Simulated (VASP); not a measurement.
## AlN: single point with PBEsol

Crystal: AlN.

```
Al N
1.0
     3.36100    0.00000    0.00000
    -1.68050    2.91071    0.00000
     0.00000    0.00000    4.22400
Al N
2 2
Direct
  0.33333 0.66667 0.75000
  0.66667 0.33333 0.25000
  0.33333 0.66667 0.25000
  0.66667 0.33333 0.75000
```

```yaml
Program: VASP 6.6.1
Task: single point
Functional: PBEsol
Potentials_or_basis: VASP PAW PBE potentials, release 64 (Al, N)
Cutoff: 520 eV
k_mesh: 9 × 9 × 6
Occupations: gaussian, width 0.05 eV
Spin: no spin polarisation
```

| Quantity | Value |
| --- | --- |
| Pressure | -10.8 GPa |
| Band gap on the k mesh | 2.92 eV, direct |

Stress tensor (GPa, compression positive):
```
-11.26   0.00   0.00
  0.00 -11.26   0.00
  0.00   0.00  -9.79
```

Levels at points of the mesh, in eV from the valence-band top:
| k point | band 4 | band 5 | band 6 | band 7 | band 8 | band 9 | band 10 | band 11 | band 12 | band 13 |
| --- | --- | --- | --- | --- | --- | --- | --- | --- | --- | --- |
| (0.00, 0.00, 0.00) | -3.17 | -3.17 | -1.51 | -1.51 | 0.00 | 2.92 | 4.04 | 7.93 | 7.93 | 10.87 |
| (0.00, 0.00, 0.50) | -3.66 | -2.38 | -2.38 | -2.38 | -2.38 | 5.35 | 5.35 | 8.12 | 8.12 | 8.12 |

Run time: 25 s on 1 thread of Intel(R) Xeon(R) Platinum 8259CL CPU @ 2.50GHz (Skylake/Cascade Lake), on a shared host, peak memory 0.17 GiB.

Caveat: the PAW data sets were made with another functional, which shifts forces and pressure a little. Expect the measured gap to be larger: semilocal functionals such as PBEsol lack the derivative discontinuity.
